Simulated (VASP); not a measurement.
## Ga: single point with r2SCAN

The system is Ga.

```
Ga
1.0
     1.45000   -4.06500    0.00000
     1.45000    4.06500    0.00000
     0.00000    0.00000    3.17000
Ga
2
Cartesian
  1.4500 2.9837 2.3775
  1.4500 -2.9837 0.7925
```

```json
{
 "Program": "VASP 6.6.1",
 "Task": "single point",
 "Functional": "r2SCAN",
 "Potentials or basis": "VASP PAW PBE potentials, release 64 (Ga_d)",
 "Cutoff": "520 eV",
 "k mesh": "6 × 6 × 5",
 "Occupations": "fermi-dirac, width 0.05 eV",
 "Spin": "no spin polarisation",
 "Dipole correction": "no",
 "Further INCAR settings": "ALGO = Normal; EDIFF = 1e-07; NBANDS = 20"
}
```

```yaml
Pressure: -1.3 GPa
Largest_force: 0.227 eV/Å
Band_gap_on_the_k_mesh: zero (band 13 reaches 10.91 eV, above the bottom of band 14 at 2.65 eV)
```

Forces in eV/Å, atoms in the order of the input:
```
Ga   0.000 -0.227  0.000
Ga   0.000  0.227  0.000
```

Stress tensor (GPa, compression positive):
```
-2.25  0.00  0.00
 0.00 -3.29  0.00
 0.00  0.00  1.73
```

Levels at points of the mesh, in eV from the Fermi level:
```csv
k point,band 9,band 10,band 11,band 12,band 13,band 14,band 15,band 16,band 17,band 18
"(0.00, 0.00, 0.00)",-15.23,-15.07,-11.68,-2.36,-1.36,3.14,7.14,8.40,9.34,11.19
"(0.50, 0.00, 0.00)",-15.13,-15.12,-6.91,-5.55,-1.82,-0.15,6.98,7.19,9.59,9.94
"(0.50, 0.50, 0.00)",-15.19,-15.13,-9.58,-8.85,5.49,6.23,6.29,7.66,7.74,10.10
```

Wall time 41 s on 1 thread of Intel(R) Xeon(R) 6975P-C (Granite Rapids) (shared host), peak memory 0.17 GiB.

Caveat: the k points lie up to 0.40 Å⁻¹ apart; the PAW data sets were made with another functional, which shifts forces and pressure a little.
